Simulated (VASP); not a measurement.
# InP (F-43m) in VASP: G0W0 quasiparticle levels with PBE

Aim: the G0W0 quasiparticle levels of InP with PBE.

All numbers are computed with VASP 6.6.1; they aren't measurements. Logs are shortened: lines on timing, memory, paths and dates and some standing lists are left out, and cuts for length are marked.

### Step 1. The cell of the first run

It takes space group F-43m (No. 216, cubic). The conventional cell has a = 5.967 Å, b = 5.967 Å, c = 5.967 Å, α = 90.00°, β = 90.00°, γ = 90.00°. Within 3.4 Å of In (site symmetry -43m) lie 4 P at 2.58 Å. P (site symmetry -43m) has 4 In at 2.58 Å within 3.4 Å.

### Step 2. G0W0 quasiparticle levels, PBE

Contents of POSCAR:

```
InP
1.0
    0.0000000000      2.9833255112      2.9833255112
    2.9833255112      0.0000000000      2.9833255112
    2.9833255112      2.9833255112      0.0000000000
In P
1 1
Direct
    0.0000000000      0.0000000000      0.0000000000
    0.2500000000      0.2500000000      0.2500000000
```

Contents of INCAR.step1:

```
PREC = Accurate
ENCUT = 500
EDIFF = 1E-8
ISMEAR = 0
SIGMA = 0.01
LREAL = False
LASPH = True
NELM = 80
ALGO = Normal
LWAVE = True
LCHARG = False
GGA = PE
```

Contents of INCAR.step2:

```
PREC = Accurate
ENCUT = 500
EDIFF = 1E-8
ISMEAR = 0
SIGMA = 0.01
LREAL = False
LASPH = True
NELM = 1
ALGO = Exact
LWAVE = True
LCHARG = False
GGA = PE
NBANDS = 230
LOPTICS = True
ISTART = 1
```

Contents of INCAR.step3:

```
PREC = Accurate
ENCUT = 500
EDIFF = 1E-8
ISMEAR = 0
SIGMA = 0.01
LREAL = False
LASPH = True
ALGO = EVGW0
LWAVE = False
LCHARG = False
GGA = PE
NELMGW = 1
NBANDS = 230
ENCUTGW = 150.0
NOMEGA = 96
PRECFOCK = Fast
ISTART = 1
NBANDSGW = 17
OMEGAMAX = 20
```

Contents of KPOINTS:

```
regular mesh
0
Gamma
  4 4 4
```

Potentials or basis: VASP PAW PBE potentials, release 64 (In_d_GW, P_GW).

Run with:

```bash
$ cat potpaw_PBE.64/In_d_GW/POTCAR potpaw_PBE.64/P_GW/POTCAR > POTCAR
$ cp INCAR.step1 INCAR
$ mpirun -np 1 vasp_std > vasp.out
$ cp INCAR.step2 INCAR
$ mpirun -np 1 vasp_std > vasp.out
$ cp INCAR.step3 INCAR
$ mpirun -np 1 vasp_std > vasp.out
```

OUTCAR:

```text
PREC = Accurate
   ENCUT = 500
   EDIFF = 1E-8
   ISMEAR = 0
   LREAL = False
   LASPH = True
   GGA = PE
   NELMGW = 1
   ENCUTGW = 150.0
   PRECFOCK = Fast
   ISTART = 1

 ion  position               nearest neighbor table
   1  0.000  0.000  0.000-   2 2.58   2 2.58   2 2.58   2 2.58
   2  0.250  0.250  0.250-   1 2.58   1 2.58   1 2.58   1 2.58

  LATTYP: Found a face centered cubic cell.
 ALAT       =     5.9666510224

  Lattice vectors:

 A1 = (   0.0000000000,   2.9833255112,   2.9833255112)
 A2 = (   2.9833255112,   0.0000000000,   2.9833255112)
 A3 = (   2.9833255112,   2.9833255112,   0.0000000000)

Analysis of symmetry for initial positions (statically):
=====================================================================
 Subroutine PRICEL returns:
 Original cell was already a primitive cell.

 Routine SETGRP: Setting up the symmetry group for a
 face centered cubic supercell.

 Subroutine GETGRP returns: Found 24 space group operations
 (whereof 24 operations were pure point group operations)
 out of a pool of 48 trial point group operations.

The static configuration has the point symmetry T_d .

Analysis of symmetry for dynamics (positions and initial velocities):
=====================================================================
 Subroutine PRICEL returns:
 Original cell was already a primitive cell.

 Routine SETGRP: Setting up the symmetry group for a
 face centered cubic supercell.

 Subroutine GETGRP returns: Found 24 space group operations
 (whereof 24 operations were pure point group operations)
 out of a pool of 48 trial point group operations.

The dynamic configuration has the point symmetry T_d .

 Subroutine INISYM returns: Found 24 space group operations
 (whereof 24 operations are pure point group operations),
 and found     1 'primitive' translations

----------------------------------------------------------------------------------------

                                     Primitive cell

  volume of cell :      53.1046

  direct lattice vectors                    reciprocal lattice vectors
[... 44 lines left out ...]
  0.000000  0.000000  0.000000      1.000000
  0.250000  0.000000  0.000000      8.000000
  0.500000  0.000000  0.000000      4.000000
  0.250000  0.250000  0.000000      6.000000
  0.500000  0.250000  0.000000     24.000000
 -0.250000  0.250000  0.000000     12.000000
  0.500000  0.500000  0.000000      3.000000
 -0.250000  0.500000  0.250000      6.000000
   k-points           NKPTS =      8   k-points in BZ     NKDIM =     64   number of bands    NBANDS=    230
   number of dos      NEDOS =    301   number of ions     NIONS =      2
   total plane-waves  NPLWV =  32768
   dimension x,y,z NGX =    32 NGY =   32 NGZ =   32
   dimension x,y,z NGXF=    64 NGYF=   64 NGZF=   64
   ions per type =               1   1
   NGX,Y,Z   is equivalent  to a cutoff of  12.61, 12.61, 12.61 a.u.
   NGXF,Y,Z  is equivalent  to a cutoff of  25.22, 25.22, 25.22 a.u.
 SYSTEM =  unknown system
   PREC   = accura    normal or accurate (medium, high low for compatibility)
   ISTART =      1    job   : 0-new  1-cont  2-samecut
   ICHARG =      0    charge: 1-file 2-atom 10-const
   ISPIN  =      1    spin polarized calculation?
   LNONCOLLINEAR =      F non collinear calculations
   LSORBIT =      F    spin-orbit coupling
   LASPH  =      T    aspherical Exc in radial PAW
   ENCUT  =  500.0 eV  36.75 Ry    6.06 a.u.   7.69  7.69  7.69*2*pi/ulx,y,z
   NELM   =     60;   NELMIN=  2; NELMDL=  0     # of ELM steps
   EDIFF  = 0.1E-07   stopping-criterion for ELM
   LREAL  =      F    real-space projection
   EDIFFG = 0.1E-06   stopping-criterion for IOM
   NSW    =      0    number of steps for IOM
   IBRION =     -1    ionic relax: 0-MD 1-quasi-New 2-CG
   NFREE  =      0    steps in history (QN), initial steepest desc. (CG)
   ISIF   =      0    stress and relaxation
   ISYM   =      3    0-nonsym 1-usesym 2-fastsym
   POTIM  = 0.5000    time-step for ionic-motion
   TEBEG  =    0.0;   TEEND  =   0.0 temperature during run
   PSTRESS=    0.0 pullay stress
   NELECT =      18.0000    total number of electrons
   NUPDOWN=      -1.0000    fix difference up-down
   EMIN   =  10.00;   EMAX   =-10.00  energy-range for DOS
   EFERMI =   0.00;   METHOD = LEGACY
   ISMEAR =     0;   SIGMA  =   0.01  broadening in eV -4-tet -1-fermi 0-gaus
   EFERMI_NEDOS =   21; number of points for ismear=-14 and -15
   IALGO  =     38    algorithm
   IMIX   =      4    mixing-type and parameters
     AMIX     =   0.40;   BMIX     =  1.00
     AMIX_MAG =   1.60;   BMIX_MAG =  1.00
  volume/ion in A,a.u.               =      26.55       179.18
  Fermi-wavevector in a.u.,A,eV,Ry     =   1.141445  2.157018 17.726989  1.302897
  Thomas-Fermi vector in A             =   2.278145
   LORBIT       =      0    0 simple, 1 ext, 2 COOP (PROOUT), +10 PAW based schemes
   GGA     = PE    functional components
   LHFCALC =     T    Hartree Fock is set to
   PRECFOCK=fast      Normal, Fast or Accurate (Low or Medium for compatibility)
   ENCUT4O =  -1.0   cutoff for four orbital integrals eV
   NKREDX  =     1    reduce k-point grid by
   NKREDY  =     1    reduce k-point grid by
   NKREDZ  =     1    reduce k-point grid by
   AEXX    =    1.0000 exact exchange contribution
   HFSCREEN=    0.0000 screening length (either q_TF or 0.3 A-1)
   HFSCREENC=   0.0000 screening length for correlation (either q_TF or 0.3 A-1)
   ENCUTFOCK=  -1.0 apply spherical cutoff to Coloumb kernel
   IVDW    =     0    specifies the selected vdW correction
   LEPSILON=     F    determine dielectric tensor
   LRPA    =     F    only Hartree local field effects (RPA)
   LRPAFORCE           =     F    calculate RPA forces
   ENCUTGW             = 150.0    cutoff for response function in eV
   ENCUTGWSOFT         = 120.0    soft cutoff for Coulomb kernel in GW response function in eV
   ENCUTLF             =  -1.0    cutoff for local field effects
   NELMGW              =     1    number of iterations in solving QP/BSE equation
   NELMHF              =     1    number of iterations in the inner HF iteration
   NKREDLFX            =     1    NKREDLFY  =   1   NKREDLFZ  =   1
 non-spin polarized calculation
 Gauss-broadening in eV      SIGMA  =   0.01
  energy-cutoff  :      500.00
  volume of cell :       53.10
 maximum number of plane-waves:      1363
 NGX is ok and might be reduce to    32
  NGX = 18; NGY = 18; NGZ = 18
   NGX = 15   NGY = 15   NGZ = 15
 maximum number of plane-waves:       229
 NGX is ok and might be reduce to    18

 QP shifts <psi_nk| G(iteration)W_0 |psi_nk>: iteration 1
 for sc-GW calculations column KS-energies equals QP-energies in previous step
 and V_xc(KS)=  KS-energies - (<T + V_ion + V_H > + <T+V_H+V_ion>^1  + <V_x>^1)

 k-point   1 :       0.0000    0.0000    0.0000
  band No.  KS-energies  QP-energies   sigma(KS)   V_xc(KS)     V^pw_x(r,r')   Z            occupation Imag(sigma)

      1     -10.6981     -12.7237     -19.5625     -16.6077     -25.3424       0.6855       2.0000       0.1618
      2     -10.6981     -12.7237     -19.5625     -16.6077     -25.3424       0.6855       2.0000       0.1618
      3     -10.6981     -12.7237     -19.5625     -16.6077     -25.3424       0.6855       2.0000       0.1618
      4     -10.5737     -12.6277     -19.6763     -16.6842     -25.3576       0.6865       2.0000       0.0892
      5     -10.5737     -12.6277     -19.6763     -16.6842     -25.3576       0.6865       2.0000       0.0892
      6      -7.7123      -8.0552     -11.8168     -11.2312     -18.1047       0.5855       2.0000       0.8205
[... 143 lines left out ...]
      3     -10.6187     -12.6596     -19.6546     -16.6854     -25.4056       0.6874       2.0000       0.1440
      4     -10.5897     -12.6343     -19.6516     -16.6678     -25.3476       0.6852       2.0000       0.0955
      5     -10.5609     -12.6127     -19.6809     -16.6948     -25.3723       0.6871       2.0000       0.0916
      6      -5.4958      -5.9157     -13.0656     -12.4329     -18.5561       0.6636       2.0000       0.6565
[... 9 lines left out ...]
     16      15.1956      15.2937     -10.2376     -10.3756      -3.9373       0.7107       0.0000      -0.4964
     17      15.2107      15.0701      -9.3546      -9.1605      -3.3263       0.7244       0.0000      -0.4993
```

Wall time 6.8 min (1 thread of Intel Xeon Platinum 8488C (Sapphire Rapids), shared host); peak memory 0.68 GiB.

What came out:

```
Quasiparticle gap                                   : 0.88 eV
Least direct quasiparticle gap                      : 0.88 eV
Band gap of the starting levels on the mesh         : 0.40 eV
Least direct gap of the starting levels on the mesh : 0.40 eV
```

Caveat: the k points lie up to 0.46 Å⁻¹ apart; bands, screening cutoff and mesh are small and nothing is extrapolated, so the quasiparticle values aren't converged; spin-orbit coupling is left out, which moves the levels of the heavy elements.
